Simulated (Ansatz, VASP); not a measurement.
**Ga: VASP beside Ansatz**

```xyz
2
Lattice="0.0000 2.8744 2.8744 2.8744 0.0000 2.8744 2.8744 2.8744 0.0000" Properties=species:S:1:pos:R:3 pbc="T T T"
Ga   -0.7905   -0.6468   -0.6468
Ga    0.7905    0.6468    0.6468
```

Alike in both runs: task electric field gradients; functional r2SCAN; dispersion D3(BJ); k mesh 9 × 9 × 9; occupations fermi-dirac, width 0.05 eV; no spin polarisation.

|  | VASP | Ansatz |
| --- | --- | --- |
| version | VASP 6.6.1 | Ansatz 0.2.0 |
| potentials or method | VASP PAW PBE potentials, release 64 (Ga_d), cutoff 520 eV | PAW with Ansatz's default frozen-core files, scalar-relativistic |
| valence electrons in the cell | 26 | 26 |

Ansatz gave:

```
gap on the k mesh at the Fermi level (eV)                     : none
pressure (GPa)                                                : 0.9
traceless stress, the component that is largest in VASP (GPa) : 3.12
rms of the force components (eV/Å)                            : 0.276
```

Question: Which values does VASP return?

Answer: gap on the k mesh at the Fermi level (eV): none; pressure (GPa): 0.9; traceless stress, the component that is largest in VASP (GPa): 3.15; rms of the force components (eV/Å): 0.280.

VASP's potentials were made for PBE, not for r2SCAN. Atom by atom the forces differ by 0.004 eV/Å (rms over components). A gap of «none» marks a metal or a gap that the smearing closes. Ansatz's warnings: dispersion damping borrowed.
